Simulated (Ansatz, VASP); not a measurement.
# SiC5 in VASP and in Ansatz

File INCAR:

```
SYSTEM = SiC5
  PREC = Accurate
  ENCUT = 520
  EDIFF = 1E-6
  ISMEAR = 0
  SIGMA = 0.1
  LREAL = .False.
  LASPH = .True.
  NELM = 150
  ALGO = Normal
  ISIF = 2
  LWAVE = .False.
  LCHARG = .False.
  ISPIN = 2
  MAGMOM = 0 1 1 1 1 1
  LORBIT = 11
  GGA = PE
  NBANDS = 25
```

The input KPOINTS:

```
Automatic mesh
0
Gamma
  6 6 4
  0 0 0
```

The input POSCAR:

```
SiC5
1.0
    4.5911199300      0.0000000000      0.0000000000
   -2.2955599600      3.9760264900      0.0000000000
    0.0000000000      0.0000000000      4.3423270400
Si C
1 5
Direct
    0.0000000000      0.0000000000      0.5000000000
    0.0000000000      0.6666666700      0.0000000000
    0.6666666700      0.0000000000      0.0000000000
    0.3333333300      0.3333333300      0.0000000000
    0.3333333300      0.6666666700      0.5000000000
    0.6666666700      0.3333333300      0.5000000000
```

Input for Ansatz:

```yaml
crystal:
  lattice:
    - [4.59111993, 0.0, 0.0]
    - [-2.29555996, 3.97602649, 0.0]
    - [0.0, 0.0, 4.34232704]
  atoms:
    - { symbol: Si, position: [0.0, 0.0, 0.5] }
    - { symbol: C, position: [0.0, 0.66666667, 0.0], spin: 1.0 }
    - { symbol: C, position: [0.66666667, 0.0, 0.0], spin: 1.0 }
    - { symbol: C, position: [0.33333333, 0.33333333, 0.0], spin: 1.0 }
    - { symbol: C, position: [0.33333333, 0.66666667, 0.5], spin: 1.0 }
    - { symbol: C, position: [0.66666667, 0.33333333, 0.5], spin: 1.0 }
basis:
  ecutwfc: 420
kpoints:
  mp_grid: { grid: [6, 6, 4] }
hamiltonian:
  xc: pbe
scf:
  occupations: { method: gaussian, width: 0.1 }
  lower_state_search: "off"
output:
  forces: true
  stress: true
  eigenvalues: true
  populations: true
magnetization:
  spin_polarized: true
```

Alike in both runs: task single point; functional PBE; k mesh 6 × 6 × 4; occupations gaussian, width 0.1 eV; collinear spin.

```csv
,VASP,Ansatz
version,VASP 6.6.1,Ansatz 0.2.0
potentials or method,"VASP PAW PBE potentials, release 64 (Si, C), cutoff 520 eV","scalar-relativistic, plane waves, PAW"
valence electrons in the cell,24,24
```

```tsv
	VASP	Ansatz	Ansatz less VASP
gap on the k mesh at the Fermi level (eV)	none	none	-
rms of the force components (eV/Å)	0.035	0.035	+0.0003
net moment per atom (μB)	0.00	0.00	0.000
```

Atom by atom the forces differ by 0.000 eV/Å (rms over components). A gap of «none» marks a metal or a gap that the smearing closes. With one functional, cell and mesh, what is left measures potentials, basis and numerics. Ansatz's warnings: seeded moment not kept.

The k mesh is coarse, so the values compare programs but aren't converged.
